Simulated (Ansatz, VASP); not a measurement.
# InB2As3 in VASP and in Ansatz

```xyz
6
Lattice="3.4079 0.0000 0.0000 0.0000 3.4079 0.0000 0.0000 0.0000 8.7764" Properties=species:S:1:pos:R:3 pbc="T T T"
In    0.0000    0.0000    4.3882
B     1.7039    1.7039    3.5894
B     1.7039    1.7039    5.1871
As    0.0000    0.0000    7.2118
As    0.0000    0.0000    1.5646
As    1.7039    1.7039    0.0000
```

Alike in both runs: functional PBE; k mesh 4 × 4 × 4; occupations gaussian, width 0.1 eV; no spin polarisation.

Ansatz relaxed the structure, and its values are those at the end. VASP's run is a single point on that final structure, the one shown.

|  | VASP | Ansatz |
| --- | --- | --- |
| version | VASP 6.6.1 | Ansatz 0.2.0 |
| potentials or method | VASP PAW PBE potentials, release 64 (In_d, B, As), cutoff 520 eV | scalar-relativistic, plane waves, PAW |
| valence electrons in the cell | 34 | 64 |

VASP gave:

| Property | Result |
| --- | --- |
| gap on the k mesh at the Fermi level (eV) | none |
| pressure (GPa) | 0.2 |
| rms of the force components (eV/Å) | 0.013 |

Problem. Estimate Ansatz's values.

Solution. gap on the k mesh at the Fermi level (eV): none; pressure (GPa): 0.1; rms of the force components (eV/Å): 0.008.

A gap of «none» marks a metal or a gap that the smearing closes. The functional is the same, so the differences come from potentials, cutoffs and numerics. VASP's potentials hold 34 valence electrons a cell and Ansatz's 64, so a difference there can come from the potentials and not from the codes.

The k mesh is coarse, so the values compare programs but aren't converged.
